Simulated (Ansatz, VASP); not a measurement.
**One calculation of NaCl, two programs**

The input INCAR:

```
PREC = Accurate ; ENCUT = 520
EDIFF = 1E-6 ; ISMEAR = 0
SIGMA = 0.02 ; LREAL = False
LASPH = True ; NELM = 100
ALGO = Normal ; ISIF = 2
LWAVE = False ; LCHARG = False
GGA = PE ; NBANDS = 14
```

The input KPOINTS:

```
regular mesh
0
Gamma
  8 8 8
```

Contents of POSCAR:

```
NaCl
1.0
    0.0000000000      2.9389979406      2.9389979406
    2.9389979406      0.0000000000      2.9389979406
    2.9389979406      2.9389979406      0.0000000000
Na Cl
1 1
Direct
    0.0000000000      0.0000000000      0.0000000000
    0.5000000000      0.5000000000      0.5000000000
```

Input for Ansatz:

```yaml
crystal:
  lattice:
    - [0.0, 2.9389979406, 2.9389979406]
    - [2.9389979406, 0.0, 2.9389979406]
    - [2.9389979406, 2.9389979406, 0.0]
  atoms:
    - { symbol: Na, position: [0.0, 0.0, 0.0] }
    - { symbol: Cl, position: [0.5, 0.5, 0.5] }
basis:
  ecutwfc: 420
kpoints:
  mp_grid: { grid: [8, 8, 8] }
hamiltonian:
  xc: pbe
scf:
  occupations: { method: gaussian, width: 0.02 }
output:
  forces: true
  stress: true
  eigenvalues: true
  write_density: true
  write_potential: true
  elf: true
  volumetric_format: npy
```

Alike in both runs: task single point; functional PBE; k mesh 8 × 8 × 8; occupations gaussian, width 0.02 eV; no spin polarisation.

```csv
,VASP,Ansatz
version,VASP 6.6.1,Ansatz 0.2.0
potentials or method,"VASP PAW PBE potentials, release 64 (Na_pv, Cl), cutoff 520 eV","scalar-relativistic, plane waves, PAW"
valence electrons in the cell,14,16
```

```tsv
	VASP	Ansatz	Ansatz less VASP
gap on the k mesh at the Fermi level (eV)	4.67	4.67	+0.001
least direct gap on the mesh (eV)	4.67	4.67	+0.001
pressure (GPa)	-1.8	-1.8	+0.03
```

The functional is the same, so the differences come from potentials, cutoffs and numerics. VASP's potentials hold 14 valence electrons a cell and Ansatz's 16, so a difference there can come from the potentials and not from the codes.
